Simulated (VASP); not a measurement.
Input of a VASP 6.6.1 run:

INCAR

```
SYSTEM = ZnCu
GGA = CA
ISMEAR = 0
SIGMA = 0.04
LWAVE = .False.
LCHARG = .False.
NBANDS = 37
PREC = Accurate
LASPH = .True.
LREAL = .False.
ALGO = Normal
EDIFF = 1E-7
NELM = 120
GGA_COMPAT = .False.
ENCUT = 590
LMAXMIX = 4
```

The input KPOINTS:

```
Automatic mesh
0
Gamma
  21 21 21
  0 0 0
```

File KPOINTS_OPT:

```
path GXMGRX,MR
12
line-mode
reciprocal
 0.0000000000  0.0000000000  0.0000000000  G
 0.0000000000  0.5000000000  0.0000000000  X

 0.0000000000  0.5000000000  0.0000000000  X
 0.5000000000  0.5000000000  0.0000000000  M

 0.5000000000  0.5000000000  0.0000000000  M
 0.0000000000  0.0000000000  0.0000000000  G

 0.0000000000  0.0000000000  0.0000000000  G
 0.5000000000  0.5000000000  0.5000000000  R

 0.5000000000  0.5000000000  0.5000000000  R
 0.0000000000  0.5000000000  0.0000000000  X

 0.5000000000  0.5000000000  0.0000000000  M
 0.5000000000  0.5000000000  0.5000000000  R
```

File POSCAR:

```
ZnCu
1.0
    2.9450000000      0.0000000000      0.0000000000
    0.0000000000      2.9450000000      0.0000000000
    0.0000000000      0.0000000000      2.9450000000
Zn Cu
1 1
Direct
    0.5000000000      0.5000000000      0.5000000000
    0.0000000000      0.0000000000      0.0000000000
```

Potentials or basis: VASP PAW LDA potentials, release 64 (Zn, Cu).

Command:

```console
$ cat potpaw_LDA.64/Zn/POTCAR potpaw_LDA.64/Cu/POTCAR > POTCAR
$ mpirun -np 1 vasp_std > vasp.out
```

(1) Estimate the pressure.

(2) Predict the band gap along the path.

Results:

(1) -9.1 GPa.

(2) zero within the smearing.

Caveat: the cell stands under tension.
